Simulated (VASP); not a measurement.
# BAs (F-43m) in VASP: further runs, part 2 of 2

VASP 6.6.1. Earlier steps stand in the parts before.

## 3. G0W0 quasiparticle levels, PBE

File POSCAR:

```
BAs
1.0
    0.0000000000      2.3885000000      2.3885000000
    2.3885000000      0.0000000000      2.3885000000
    2.3885000000      2.3885000000      0.0000000000
B As
1 1
Direct
    0.0000000000      0.0000000000      0.0000000000
    0.2500000000      0.2500000000      0.2500000000
```

File INCAR.step1:

```
PREC = Accurate
ENCUT = 500
EDIFF = 1E-8
ISMEAR = 0
SIGMA = 0.01
LREAL = False
LASPH = True
NELM = 100
ALGO = Normal
LWAVE = True
LCHARG = False
GGA = PE
```

File INCAR.step2:

```
PREC = Accurate
ENCUT = 500
EDIFF = 1E-8
ISMEAR = 0
SIGMA = 0.01
LREAL = False
LASPH = True
NELM = 1
ALGO = Exact
LWAVE = True
LCHARG = False
GGA = PE
NBANDS = 275
LOPTICS = True
ISTART = 1
```

File INCAR.step3:

```
PREC = Accurate
ENCUT = 500
EDIFF = 1E-8
ISMEAR = 0
SIGMA = 0.01
LREAL = False
LASPH = True
ALGO = EVGW0
LWAVE = False
LCHARG = False
GGA = PE
NELMGW = 1
NBANDS = 275
ENCUTGW = 180.0
NOMEGA = 48
PRECFOCK = Fast
ISTART = 1
NBANDSGW = 12
```

File KPOINTS:

```
Automatic mesh
0
Gamma
  2 2 2
```

Potentials or basis: VASP PAW PBE potentials, release 64 (B_GW, As_GW).

On the command line:

```bash
$ cat potpaw_PBE.64/B_GW/POTCAR potpaw_PBE.64/As_GW/POTCAR > POTCAR
$ cp INCAR.step1 INCAR
$ mpirun -np 1 vasp_std > vasp.out
$ cp INCAR.step2 INCAR
$ mpirun -np 1 vasp_std > vasp.out
$ cp INCAR.step3 INCAR
$ mpirun -np 1 vasp_std > vasp.out
```

OUTCAR:

```text
PREC = Accurate
   ENCUT = 500
   EDIFF = 1E-8
   ISMEAR = 0
   LREAL = False
   LASPH = True
   GGA = PE
   NELMGW = 1
   ENCUTGW = 180.0
   PRECFOCK = Fast
   ISTART = 1

 ion  position               nearest neighbor table
   1  0.000  0.000  0.000-   2 2.07   2 2.07   2 2.07   2 2.07
   2  0.250  0.250  0.250-   1 2.07   1 2.07   1 2.07   1 2.07

  LATTYP: Found a face centered cubic cell.
 ALAT       =     4.7770000000

  Lattice vectors:

 A1 = (   0.0000000000,   2.3885000000,   2.3885000000)
 A2 = (   2.3885000000,   0.0000000000,   2.3885000000)
 A3 = (   2.3885000000,   2.3885000000,   0.0000000000)

Analysis of symmetry for initial positions (statically):
=====================================================================
 Subroutine PRICEL returns:
 Original cell was already a primitive cell.

[... 142 lines left out ...]
   NELMGW              =     1    number of iterations in solving QP/BSE equation
   NELMHF              =     1    number of iterations in the inner HF iteration
   NKREDLFX            =     1    NKREDLFY  =   1   NKREDLFZ  =   1
 non-spin polarized calculation
 Gauss-broadening in eV      SIGMA  =   0.01
  energy-cutoff  :      500.00
  volume of cell :       27.25
 maximum number of plane-waves:       701
 NGX is ok and might be reduce to    28
  NGX = 14; NGY = 14; NGZ = 14
   NGX = 13   NGY = 13   NGZ = 13
 maximum number of plane-waves:       169

 QP shifts <psi_nk| G(iteration)W_0 |psi_nk>: iteration 1
 for sc-GW calculations column KS-energies equals QP-energies in previous step
 and V_xc(KS)=  KS-energies - (<T + V_ion + V_H > + <T+V_H+V_ion>^1  + <V_x>^1)

 k-point   1 :       0.0000    0.0000    0.0000
  band No.  KS-energies  QP-energies   sigma(KS)   V_xc(KS)     V^pw_x(r,r')   Z            occupation Imag(sigma)

      1      -9.0114     -10.0129     -12.9704     -11.6137     -19.3632       0.7381       2.0000       1.0656
      2       6.4980       5.7319     -13.6245     -12.6621     -15.8180       0.7960       2.0000       0.0810
      3       6.4980       5.7319     -13.6245     -12.6621     -15.8180       0.7960       2.0000       0.0810
      4       6.4980       5.7319     -13.6245     -12.6621     -15.8180       0.7960       2.0000       0.0810
      5       9.6376       9.7605     -11.1705     -11.3295      -5.7515       0.7727       0.0000      -0.0978
      6       9.6376       9.7605     -11.1705     -11.3295      -5.7515       0.7727       0.0000      -0.0978
      7       9.6376       9.7605     -11.1705     -11.3295      -5.7515       0.7727       0.0000      -0.0978
      8      11.1849      11.4931     -12.1503     -12.5656      -5.5739       0.7422       0.0000      -0.2775
      9      16.0000      15.6012      -9.0357      -8.5570      -2.7113       0.8330       0.0000      -0.3640
     10      19.2405      19.1158     -10.5332     -10.3739      -4.2080       0.7822       0.0000      -0.2536
     11      19.2405      19.1158     -10.5332     -10.3739      -4.2080       0.7822       0.0000      -0.2536
     12      20.6419      20.2465      -9.2637      -8.7688      -2.2548       0.7990       0.0000      -0.6240
[... 20 lines left out ...]
      1      -4.8078      -5.5759     -13.2440     -12.2619     -18.2222       0.7821       2.0000       0.6928
      2      -2.0929      -3.1784     -13.2174     -11.8114     -17.1612       0.7720       2.0000       0.4993
      3       2.3342       1.5991     -12.7699     -11.8285     -15.6872       0.7809       2.0000       0.1892
      4       2.3342       1.5991     -12.7699     -11.8285     -15.6872       0.7809       2.0000       0.1892
      5       7.7806       7.5014     -10.2442      -9.8948      -4.9697       0.7988       0.0000      -0.1215
      6       7.8144       7.6467      -9.9946      -9.7859      -4.7002       0.8030       0.0000      -0.1118
      7      17.8486      18.3149     -11.7164     -12.3105      -4.6226       0.7848       0.0000      -0.5127
      8      17.8486      18.3149     -11.7164     -12.3105      -4.6226       0.7848       0.0000      -0.5127
      9      19.4361      19.7849     -11.1941     -11.6419      -4.0465       0.7791       0.0000      -0.5100
     10      23.7021      23.7332     -11.2542     -11.2959      -3.5950       0.7473       0.0000      -0.8252
     11      24.2029      24.1332     -10.6819     -10.5925      -4.0140       0.7791       0.0000      -0.5320
     12      24.2029      24.1332     -10.6819     -10.5925      -4.0140       0.7791       0.0000      -0.5320
```

Wall time 9 s (1 thread of Intel Xeon 6975P-C (Granite Rapids), shared host); peak memory 0.19 GiB.

Results:

- Quasiparticle gap: 1.77 eV
- Least direct quasiparticle gap: 4.03 eV
- Band gap of the starting levels on the mesh: 1.28 eV
- Least direct gap of the starting levels on the mesh: 3.14 eV

Caveat: the k points lie up to 1.14 Å⁻¹ apart; bands, screening cutoff and mesh are small and nothing is extrapolated, so the quasiparticle values aren't converged.
